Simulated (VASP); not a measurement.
# Nd4S (Im-3m) in VASP: a series of runs, part 2 of 2

VASP 6.6.1.

**3. Single point, PBE**

This run uses another cell than the first one, of 31.19 Å³/atom.

INCAR reads:

```
SYSTEM = Nd4S
  ALGO = Normal
  EDIFF = 1E-6
  ENCUT = 500
  GGA = PE
  GGA_COMPAT = .False.
  ISIF = 2
  ISMEAR = 0
  LASPH = .True.
  LCHARG = .False.
  LMAXMIX = 6
  LREAL = .False.
  LWAVE = .False.
  NBANDS = 33
  NELM = 200
  PREC = Accurate
  SIGMA = 0.1
```

KPOINTS reads:

```
k-points
0
Gamma
  4 4 4
  0 0 0
```

POSCAR reads:

```
Nd4S
1.0
   -3.3909227337      3.3909227337      3.3909227337
    3.3909227337     -3.3909227337      3.3909227337
    3.3909227337      3.3909227337     -3.3909227337
Nd S
4 1
Direct
    0.5000000000      0.5000000000      0.5000000000
    0.5000000000      0.0000000000      0.0000000000
    0.0000000000      0.0000000000      0.5000000000
    0.0000000000      0.5000000000      0.0000000000
    0.0000000000      0.0000000000      0.0000000000
```

Potentials or basis: VASP PAW PBE potentials, release 64 (Nd_3, S), 4f in core.

On the command line:

```console
> cat potpaw_PBE.64/Nd_3/POTCAR potpaw_PBE.64/S/POTCAR > POTCAR
> mpirun -np 1 vasp_std > vasp.out
```

OUTCAR:

```text
SYSTEM = Nd4S
   EDIFF = 1E-6
   ENCUT = 500
   GGA = PE
   ISIF = 2
   ISMEAR = 0
   LASPH = .True.
   LREAL = .False.
   NELM = 200
   PREC = Accurate

 ion  position               nearest neighbor table
   1  0.500  0.500  0.500-   5 2.94   5 2.94   4 3.39   2 3.39   2 3.39   4 3.39   3 3.39   3 3.39

   2  0.500  0.000  0.000-   5 2.94   5 2.94   4 3.39   1 3.39   1 3.39   3 3.39   3 3.39   4 3.39

   3  0.000  0.000  0.500-   5 2.94   5 2.94   4 3.39   1 3.39   2 3.39   4 3.39   2 3.39   1 3.39

   4  0.000  0.500  0.000-   5 2.94   5 2.94   3 3.39   1 3.39   2 3.39   3 3.39   1 3.39   2 3.39

   5  0.000  0.000  0.000-   1 2.94   2 2.94   3 2.94   4 2.94   3 2.94   4 2.94   2 2.94   1 2.94

  LATTYP: Found a body centered cubic cell.
 ALAT       =     6.7818454674

  Lattice vectors:

 A1 = (  -3.3909227337,   3.3909227337,   3.3909227337)
 A2 = (   3.3909227337,  -3.3909227337,   3.3909227337)
 A3 = (   3.3909227337,   3.3909227337,  -3.3909227337)

Analysis of symmetry for initial positions (statically):
=====================================================================
 Subroutine PRICEL returns:
 Original cell was already a primitive cell.

 Routine SETGRP: Setting up the symmetry group for a
 body centered cubic supercell.

 Subroutine GETGRP returns: Found 48 space group operations
 (whereof 48 operations were pure point group operations)
 out of a pool of 48 trial point group operations.

The static configuration has the point symmetry O_h .

Analysis of symmetry for dynamics (positions and initial velocities):
=====================================================================
 Subroutine PRICEL returns:
 Original cell was already a primitive cell.

 Routine SETGRP: Setting up the symmetry group for a
 body centered cubic supercell.

 Subroutine GETGRP returns: Found 48 space group operations
 (whereof 48 operations were pure point group operations)
 out of a pool of 48 trial point group operations.

The dynamic configuration has the point symmetry O_h .

 Subroutine INISYM returns: Found 48 space group operations
 (whereof 48 operations are pure point group operations),
 and found     1 'primitive' translations

----------------------------------------------------------------------------------------

                                     Primitive cell

  volume of cell :     155.9602

  direct lattice vectors                    reciprocal lattice vectors
    -3.390922734  3.390922734  3.390922734     0.000000000  0.147452490  0.147452490
     3.390922734 -3.390922734  3.390922734     0.147452490  0.000000000  0.147452490
     3.390922734  3.390922734 -3.390922734     0.147452490  0.147452490  0.000000000

  length of vectors
     5.873250459  5.873250459  5.873250459     0.208529311  0.208529311  0.208529311

  position of ions in fractional coordinates (direct lattice)
     0.500000000  0.500000000  0.500000000
     0.500000000  0.000000000  0.000000000
     0.000000000  0.000000000  0.500000000
     0.000000000  0.500000000  0.000000000
     0.000000000  0.000000000  0.000000000

  ion indices of the primitive-cell ions
   primitive index   ion index
                 1           1
                 2           2
                 3           3
                 4           4
[... 27 lines left out ...]

 Following reciprocal coordinates:
            Coordinates               Weight
  0.000000  0.000000  0.000000      1.000000
  0.250000  0.000000  0.000000     12.000000
  0.500000  0.000000  0.000000      6.000000
  0.250000  0.250000  0.000000     24.000000
  0.250000  0.250000  0.250000      2.000000
 -0.250000  0.250000  0.250000      6.000000
  0.500000  0.500000  0.250000     12.000000
  0.500000  0.500000  0.500000      1.000000
   k-points           NKPTS =      8   k-points in BZ     NKDIM =      8   number of bands    NBANDS=     33
   number of dos      NEDOS =    301   number of ions     NIONS =      5
   total plane-waves  NPLWV = 110592
   dimension x,y,z NGX =    48 NGY =   48 NGZ =   48
   dimension x,y,z NGXF=    96 NGYF=   96 NGZF=   96
   ions per type =               4   1
   NGX,Y,Z   is equivalent  to a cutoff of  13.59, 13.59, 13.59 a.u.
   NGXF,Y,Z  is equivalent  to a cutoff of  27.17, 27.17, 27.17 a.u.
 SYSTEM =  Nd4S
   PREC   = accura    normal or accurate (medium, high low for compatibility)
   ISTART =      0    job   : 0-new  1-cont  2-samecut
   ICHARG =      2    charge: 1-file 2-atom 10-const
   ISPIN  =      1    spin polarized calculation?
   LNONCOLLINEAR =      F non collinear calculations
   LSORBIT =      F    spin-orbit coupling
   LASPH  =      T    aspherical Exc in radial PAW
   ENCUT  =  500.0 eV  36.75 Ry    6.06 a.u.  10.71 10.71 10.71*2*pi/ulx,y,z
   NELM   =    200;   NELMIN=  2; NELMDL= -5     # of ELM steps
   EDIFF  = 0.1E-05   stopping-criterion for ELM
   LREAL  =      F    real-space projection
   EDIFFG = 0.1E-04   stopping-criterion for IOM
   NSW    =      0    number of steps for IOM
   IBRION =     -1    ionic relax: 0-MD 1-quasi-New 2-CG
   NFREE  =      0    steps in history (QN), initial steepest desc. (CG)
   ISIF   =      2    stress and relaxation
   ISYM   =      2    0-nonsym 1-usesym 2-fastsym
   POTIM  = 0.5000    time-step for ionic-motion
   TEBEG  =    0.0;   TEEND  =   0.0 temperature during run
   PSTRESS=    0.0 pullay stress
   NELECT =      50.0000    total number of electrons
   NUPDOWN=      -1.0000    fix difference up-down
   EMIN   =  10.00;   EMAX   =-10.00  energy-range for DOS
   EFERMI =   0.00;   METHOD = LEGACY
   ISMEAR =     0;   SIGMA  =   0.10  broadening in eV -4-tet -1-fermi 0-gaus
   EFERMI_NEDOS =   21; number of points for ismear=-14 and -15
   IALGO  =     38    algorithm
   IMIX   =      4    mixing-type and parameters
     AMIX     =   0.40;   BMIX     =  1.00
     AMIX_MAG =   1.60;   BMIX_MAG =  1.00
  volume/ion in A,a.u.               =      31.19       210.49
  Fermi-wavevector in a.u.,A,eV,Ry     =   1.120453  2.117349 17.080954  1.255415
  Thomas-Fermi vector in A             =   2.257099
   LORBIT       =      0    0 simple, 1 ext, 2 COOP (PROOUT), +10 PAW based schemes
   GGA     = PE    functional components
   LHFCALC =     F    Hartree Fock is set to
   AEXX    =    0.0000 exact exchange contribution
   IVDW    =     0    specifies the selected vdW correction
   LEPSILON=     F    determine dielectric tensor
   LRPA    =     F    only Hartree local field effects (RPA)
 non-spin polarized calculation
 Gauss-broadening in eV      SIGMA  =   0.10
  energy-cutoff  :      500.00
  volume of cell :      155.96
 maximum number of plane-waves:      4012
 NGX is ok and might be reduce to    48
   NGX = 21   NGY = 21   NGZ = 21

 number of electron      50.0000000 magnetization

 Free energy of the ion-electron system (eV)
  ---------------------------------------------------
  ext. energy  EPLUGINS =         0.00000000
  ---------------------------------------------------
  free energy    TOTEN  =       -24.78291985 eV

  energy without entropy =      -24.74457721  energy(sigma->0) =      -24.76374853

 E-fermi :   3.9416     XC(G=0):  -9.7122

 val. band max:        3.8209800308   @ k =   0.2500   0.0000   0.0000
 cond. band min:       3.9661111815   @ k =   0.5000   0.0000   0.0000
 fundamental gap:      0.1451311506
 Fermi energy:         3.9416317326

 k-point     1 :       0.0000    0.0000    0.0000
  band No.  band energies     occupation
      1     -34.2197      2.00000
      2     -34.0107      2.00000
      3     -34.0107      2.00000
      4     -34.0107      2.00000
      5     -15.8937      2.00000
      6     -15.8937      2.00000
[... 277 lines left out ...]
     32       6.5563      0.00000
     33       6.5563      0.00000

------------------------ aborting loop because EDIFF is reached ----------------------------------------

  FORCE on cell =-STRESS in cart. coord.  units (eV):
  Direction    XX          YY          ZZ          XY          YZ          ZX
  --------------------------------------------------------------------------------------
  -------------------------------------------------------------------------------------
  Total        0.4153654      0.4153654      0.4153654      0.0000000      0.0000000      0.0000000
  in kB        4.2670451      4.2670451      4.2670451      0.0000000      0.0000000      0.0000000
  external PRESSURE =       4.2670451 kB  Pullay stress =       0.0000000 kB

 VOLUME and BASIS-vectors are now :
 -----------------------------------------------------------------------------
  energy-cutoff  :      500.00
  volume of cell :      155.96
      direct lattice vectors                 reciprocal lattice vectors
    -3.390922734  3.390922734  3.390922734     0.000000000  0.147452490  0.147452490
     3.390922734 -3.390922734  3.390922734     0.147452490  0.000000000  0.147452490
     3.390922734  3.390922734 -3.390922734     0.147452490  0.147452490  0.000000000

 POSITION                                       TOTAL-FORCE (eV/Angst)
 -----------------------------------------------------------------------------------
      1.69546      1.69546      1.69546        -0.000000      0.000000      0.000000
     -1.69546      1.69546      1.69546        -0.000000     -0.000000     -0.000000
      1.69546      1.69546     -1.69546         0.000000      0.000000     -0.000000
      1.69546     -1.69546      1.69546        -0.000000      0.000000     -0.000000
      0.00000      0.00000      0.00000         0.000000     -0.000000      0.000000
 -----------------------------------------------------------------------------------
    total drift:                                0.000000      0.000000     -0.000000

  FREE ENERGIE OF THE ION-ELECTRON SYSTEM (eV)
  ---------------------------------------------------
  free  energy   TOTEN  =       -24.7829198498 eV

  energy  without entropy=      -24.7445772124  energy(sigma->0) =      -24.76374853
```

stdout:

```text
POSCAR found type information on POSCAR NdS
 POSCAR found :  2 types and       5 ions
 scaLAPACK will be used
 LDA part: xc-table for (Slater+PW92), standard interpolation
 POSCAR, INCAR and KPOINTS ok, starting setup
 FFT: planning ... GRIDC
 FFT: planning ... GRID_SOFT
 FFT: planning ... GRID
 WAVECAR not read
 entering main loop
```

Wall time 33 s (1 thread of Intel Xeon 6975P-C (Granite Rapids), shared host); peak memory 0.32 GiB.

What came out:

```yaml
Free_energy: -24.7829 eV
Pressure: 0.4 GPa
Band_gap_on_the_k_mesh: zero (bands 25 and 26 overlap by 0.83 eV)
```

Levels at points of the mesh, in eV from the Fermi level:
```
           k point  band 23  band 24  band 25  band 26  band 27  band 28
(0.00, 0.00, 0.00)    -2.24    -1.12    -1.12    -0.21    -0.21    -0.21
(0.50, 0.00, 0.00)    -0.68    -0.37     0.02     0.15     0.98     1.08
(0.50, 0.50, 0.50)    -1.01    -0.31    -0.31    -0.31     0.87     0.87
```

Caveat: spin-orbit coupling is left out, which moves the levels of the heavy elements; the 4f electrons are frozen in the core, so they carry no moment and show no levels; the run has no spin polarisation, though such a crystal can be magnetic. Spin polarisation is off, so any magnetic state and its effect on volume and gap are missing.

**4. Relaxation of cell and atoms, PBE**

INCAR reads:

```
PREC = Accurate ; ENCUT = 500
EDIFF = 1E-7 ; ISMEAR = 0
SIGMA = 0.1 ; LREAL = F
LASPH = T ; NELM = 200
ALGO = Normal ; ISIF = 3
LWAVE = F ; LCHARG = F
GGA = PE ; IBRION = 2
NSW = 90 ; EDIFFG = -0.04
GGA_COMPAT = F ; NELMIN = 4
LMAXMIX = 6
```

KPOINTS reads:

```
regular mesh
0
Gamma
  4 4 4
```

POSCAR, as its differences from that of step 3:

```diff
@@ -2,5 +2,5 @@
 1.0
-   -3.3909227337      3.3909227337      3.3909227337
-    3.3909227337     -3.3909227337      3.3909227337
-    3.3909227337      3.3909227337     -3.3909227337
+   -3.2054790200      3.2054790200      3.2054790200
+    3.2054790200     -3.2054790200      3.2054790200
+    3.2054790200      3.2054790200     -3.2054790200
 Nd S
```

Potentials or basis: VASP PAW PBE potentials, release 64 (Nd_3, S), 4f in core.

On the command line:

```console
> cat potpaw_PBE.64/Nd_3/POTCAR potpaw_PBE.64/S/POTCAR > POTCAR
> mpirun -np 1 vasp_std > vasp.out
```

OUTCAR:

```text
PREC = Accurate
   ENCUT = 500
   EDIFF = 1E-7
   ISMEAR = 0
   LREAL = F
   LASPH = T
   NELM = 200
   ISIF = 3
   GGA = PE
   IBRION = 2
   NSW = 90
   EDIFFG = -0.04
   NELMIN = 4

 ion  position               nearest neighbor table
   1  0.500  0.500  0.500-   5 2.78   5 2.78   4 3.21   2 3.21   2 3.21   4 3.21   3 3.21   3 3.21

   2  0.500  0.000  0.000-   5 2.78   5 2.78   4 3.21   1 3.21   1 3.21   3 3.21   3 3.21   4 3.21

   3  0.000  0.000  0.500-   5 2.78   5 2.78   4 3.21   1 3.21   2 3.21   4 3.21   2 3.21   1 3.21

   4  0.000  0.500  0.000-   5 2.78   5 2.78   3 3.21   1 3.21   2 3.21   3 3.21   1 3.21   2 3.21

   5  0.000  0.000  0.000-   1 2.78   2 2.78   3 2.78   4 2.78   3 2.78   4 2.78   2 2.78   1 2.78

  LATTYP: Found a body centered cubic cell.
 ALAT       =     6.4109580400

  Lattice vectors:
[... 160 lines left out ...]

 number of electron      50.0000000 magnetization

 Free energy of the ion-electron system (eV)
  ---------------------------------------------------
  ext. energy  EPLUGINS =         0.00000000
  ---------------------------------------------------
  free energy    TOTEN  =       -23.98727289 eV

  energy without entropy =      -23.94778735  energy(sigma->0) =      -23.96753012

 E-fermi :   5.0042     XC(G=0): -10.4442

 val. band max:        4.9915783145   @ k =   0.5000   0.0000   0.0000
 cond. band min:       5.0454112391   @ k =   0.5000   0.5000   0.2500
 fundamental gap:      0.0538329246
 Fermi energy:         5.0042138228
[... 610 lines left out ...]
--------------------------------------- Ionic step        3  -------------------------------------------

 number of electron      49.9999998 magnetization

 Free energy of the ion-electron system (eV)
  ---------------------------------------------------
  ext. energy  EPLUGINS =         0.00000000
  ---------------------------------------------------
  free energy    TOTEN  =       -24.78190066 eV

  energy without entropy =      -24.74359275  energy(sigma->0) =      -24.76274670

 E-fermi :   3.8931     XC(G=0):  -9.6781

 val. band max:        3.7763102600   @ k =   0.5000   0.5000   0.2500
 cond. band min:       3.9192534725   @ k =   0.5000   0.0000   0.0000
 fundamental gap:      0.1429432125
 Fermi energy:         3.8930551909
[... 294 lines left out ...]
  FREE ENERGIE OF THE ION-ELECTRON SYSTEM (eV)
  ---------------------------------------------------
  free  energy   TOTEN  =       -24.7819006559 eV

  energy  without entropy=      -24.7435927478  energy(sigma->0) =      -24.76274670

 reached required accuracy - stopping structural energy minimisation
```

CONTCAR:

```text
Nd4S
   1.00000000000000
    -3.4001496481756797    3.4001496481756797    3.4001496481756797
     3.4001496481756797   -3.4001496481756797    3.4001496481756797
     3.4001496481756797    3.4001496481756797   -3.4001496481756797
  Nd              S
     4     1
Direct
     0.5000000000000000    0.5000000000000000    0.5000000000000000
     0.5000000000000000    0.0000000000000000    0.0000000000000000
     0.0000000000000000    0.0000000000000000    0.5000000000000000
     0.0000000000000000    0.5000000000000000    0.0000000000000000
     0.0000000000000000    0.0000000000000000    0.0000000000000000

  0.00000000E+00  0.00000000E+00  0.00000000E+00
  0.00000000E+00  0.00000000E+00  0.00000000E+00
  0.00000000E+00  0.00000000E+00  0.00000000E+00
  0.00000000E+00  0.00000000E+00  0.00000000E+00
  0.00000000E+00  0.00000000E+00  0.00000000E+00
```

Run time: 75 s. Hardware: 1 thread of Intel Xeon 6975P-C (Granite Rapids), shared host; peak memory 0.25 GiB.

Results:

- Free energy: -24.7819 eV
- Relaxed volume: 31.45 Å³/atom
- Relaxed cell: a = 5.889 Å, b = 5.889 Å, c = 5.889 Å, α = 109.47°, β = 109.47°, γ = 109.47°
- Space group after relaxing (to 0.1 Å): Im-3m (No. 229)
- Energy gained by relaxing: 158.9 meV/atom
- Ionic steps: 3
- Pressure after relaxing: 0.0 GPa
- Band gap on the k mesh: zero (bands 25 and 26 overlap by 0.83 eV)

The path:
```tsv
step	energy change (eV)	largest force (eV/Å)	pressure (GPa)	volume (Å³)
1	0.0000	0.0000	11.56	131.75
2	-0.6432	0.0000	-3.21	171.41
3	-0.7946	0.0000	0.05	157.24
```

Final structure:
```yaml
crystal:
  lattice:
    - [-3.40015, 3.40015, 3.40015]
    - [3.40015, -3.40015, 3.40015]
    - [3.40015, 3.40015, -3.40015]
  atoms:
    - { symbol: Nd, position: [0.50000, 0.50000, 0.50000] }
    - { symbol: Nd, position: [0.50000, 0.00000, 0.00000] }
    - { symbol: Nd, position: [0.00000, 0.00000, 0.50000] }
    - { symbol: Nd, position: [0.00000, 0.50000, 0.00000] }
    - { symbol: S, position: [0.00000, 0.00000, 0.00000] }
```

Caveat: the volume moved by over 15 % at a fixed basis, so the end points are rough; spin-orbit coupling is left out, which moves the levels of the heavy elements; the 4f electrons are frozen in the core, so they carry no moment and show no levels; the run has no spin polarisation, though such a crystal can be magnetic. Spin polarisation is off, so any magnetic state and its effect on volume and gap are missing.

**5. Single point, PBE**

This run uses another cell than the first one, of 31.37 Å³/atom.

INCAR reads:

```
PREC     = Accurate       # precision mode
ENCUT    = 500            # plane-wave cutoff, eV
EDIFF    = 1E-6           # SCF threshold, eV
ISMEAR   = 0              # smearing method
SIGMA    = 0.1            # smearing width, eV
LREAL    = F              # projectors in reciprocal space
LASPH    = T              # aspherical terms in the spheres
NELM     = 200            # most SCF steps
ALGO     = Normal         # electronic algorithm
ISIF     = 2              # what is computed and relaxed
LWAVE    = F              # write WAVECAR
LCHARG   = F              # write CHGCAR
GGA      = PE             # functional
NBANDS   = 33             # bands
GGA_COMPAT= F            
LMAXMIX  = 6              # l up to which the mixer works
```

KPOINTS reads:

```
regular mesh
0
Gamma
  8 8 8
```

POSCAR, as its differences from that of step 4:

```diff
@@ -2,5 +2,5 @@
 1.0
-   -3.2054790200      3.2054790200      3.2054790200
-    3.2054790200     -3.2054790200      3.2054790200
-    3.2054790200      3.2054790200     -3.2054790200
+   -3.3974105339      3.3974105339      3.3974105339
+    3.3974105339     -3.3974105339      3.3974105339
+    3.3974105339      3.3974105339     -3.3974105339
 Nd S
```

On the command line:

```console
> cat potpaw_PBE.64/Nd_3/POTCAR potpaw_PBE.64/S/POTCAR > POTCAR
> mpirun -np 1 vasp_std > vasp.out
```

It took 1.7 min on 1 thread of Intel Xeon 6975P-C (Granite Rapids), shared host; peak memory 0.37 GiB.

Results (log left out):

* Free energy: -24.8094 eV
* Pressure: 0.0 GPa
* Band gap on the k mesh: zero (bands 25 and 26 overlap by 0.83 eV)

Levels at points of the mesh, in eV from the Fermi level:
| k point | band 22 | band 23 | band 24 | band 25 | band 26 | band 27 | band 28 | band 29 |
| --- | --- | --- | --- | --- | --- | --- | --- | --- |
| (0.00, 0.00, 0.00) | -2.22 | -2.22 | -1.11 | -1.11 | -0.22 | -0.22 | -0.22 | 2.36 |
| (0.50, 0.00, 0.00) | -1.24 | -0.68 | -0.36 | 0.03 | 0.15 | 0.97 | 1.07 | 1.52 |
| (0.50, 0.50, 0.50) | -1.00 | -1.00 | -0.30 | -0.30 | -0.30 | 0.87 | 0.87 | 1.19 |

Caveat: spin-orbit coupling is left out, which moves the levels of the heavy elements; the 4f electrons are frozen in the core, so they carry no moment and show no levels; the run has no spin polarisation, though such a crystal can be magnetic. With open d or f shells a metallic result of PBE can be an artefact of self-interaction; +U or a hybrid may open a gap.

**6. The runs side by side**

| task | cell | k mesh | gap on the mesh (eV) | pressure (GPa) |
| --- | --- | --- | --- | --- |
| single point | a = 5.552 Å, angles 109.5°, 5 atoms | 4 × 4 × 4 | none | 11.6 |
| single point | a = 5.873 Å, angles 109.5°, 5 atoms | 4 × 4 × 4 | none | 0.4 |
| relaxation of cell and atoms | relaxed from a = 5.552 Å, angles 109.5°, 5 atoms | 4 × 4 × 4 | none | 0.0 |
| single point | a = 5.884 Å, angles 109.5°, 5 atoms | 8 × 8 × 8 | none | 0.0 |

Alike in all rows: level PBE; potentials or basis VASP PAW PBE potentials, release 64 (Nd_3, S), 4f in core; no spin polarisation; cutoff (eV) 500; smearing gaussian 0.1 eV.

Caveats: spin-orbit coupling is left out, which moves the levels of the heavy elements; the 4f electrons are frozen in the core, so they carry no moment and show no levels; the run has no spin polarisation, though such a crystal can be magnetic; the cell stands under pressure (at least some runs); the volume moved by over 15 % at a fixed basis, so the end points are rough (at least some runs).

Total energies depend on the potentials used, so only differences within one code and one set of settings carry meaning.

The gap in the log of VASP goes by the Fermi energy; the results here count the filled bands.